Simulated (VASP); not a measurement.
The system is Li.

```
Li
1.0
     0.00000    2.21000    2.21000
     2.21000    0.00000    2.21000
     2.21000    2.21000    0.00000
Li
1
Direct
  0.00000 0.00000 0.00000
```

This isn't the form of Li at room conditions, which is bcc.

| Item | Value |
| --- | --- |
| Program | VASP 6.6.1 |
| Task | relaxation of volume and atoms at fixed shape |
| Functional | LDA |
| Potentials or basis | VASP PAW LDA potentials, release 64 (Li_sv) |
| Cutoff | 750 eV |
| k mesh | 9 × 9 × 9 |
| Occupations | fermi-dirac, width 0.05 eV |
| Spin | no spin polarisation |

At the start: pressure -1.7 GPa; volume 21.59 Å³/atom.

Question: How do energy, volume and symmetry change on relaxing?

Answer: Over 4 steps the energy falls by 16.1 meV/atom and the volume is 18.78 Å³/atom (-13.0 %); space group Fm-3m (No. 225, to 0.1 Å) before and after.

The path:
| step | energy change (eV) | largest force (eV/Å) | pressure (GPa) | volume (Å³) |
| --- | --- | --- | --- | --- |
| 1 | 0.0000 | 0.0000 | -1.69 | 21.59 |
| 2 | -0.0067 | 0.0000 | -1.36 | 20.88 |
| 3 | -0.0153 | 0.0000 | -0.45 | 19.41 |
| 4 | -0.0161 | 0.0000 | 0.03 | 18.78 |

Final structure:
```yaml
crystal:
  lattice:
    - [0.00000, 2.10972, 2.10972]
    - [2.10972, 0.00000, 2.10972]
    - [2.10972, 2.10972, 0.00000]
  atoms:
    - { symbol: Li, position: [0.00000, 0.00000, 0.00000] }
```
